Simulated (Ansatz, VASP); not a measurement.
# Two plane-wave programs on WS2

```xyz
3
Lattice="1.6292 0.9156 6.2375 -1.6292 0.9156 6.2375 0.0000 -1.8312 6.2375" Properties=species:S:1:pos:R:3 pbc="T T T"
W     0.0000   -0.0054    0.0125
S     0.0000    0.0023    4.7026
S     0.0000    0.0031    7.7979
```

Change from the starting cell: uniaxial_x strain +2.7%.

Alike in both runs: task single point; functional r2SCAN; k mesh 10 × 10 × 10; no spin polarisation.

|  | VASP | Ansatz |
| --- | --- | --- |
| version | VASP 6.6.1 | Ansatz 0.2.0 |
| potentials or method | VASP PAW PBE potentials, release 64 (W_sv, S) | plane waves, PAW |
| plane-wave cutoff (eV) | 520 | 500 |
| occupations | gaussian, width 0.01 eV | fixed |
| valence electrons in the cell | 26 | 26 |

Ansatz gave:

- gap on the k mesh at the Fermi level (eV): 1.11
- pressure (GPa): -1.6
- traceless stress, the component that is largest in VASP (GPa): -3.51
- rms of the force components (eV/Å): 0.024

Problem. Estimate VASP's values.

Solution. gap on the k mesh at the Fermi level (eV): 1.14; pressure (GPa): -1.4; traceless stress, the component that is largest in VASP (GPa): -3.48; rms of the force components (eV/Å): 0.015.

VASP's potentials were made for PBE, not for r2SCAN. Atom by atom the forces differ by 0.010 eV/Å (rms over components).

Spin-orbit coupling is off throughout.
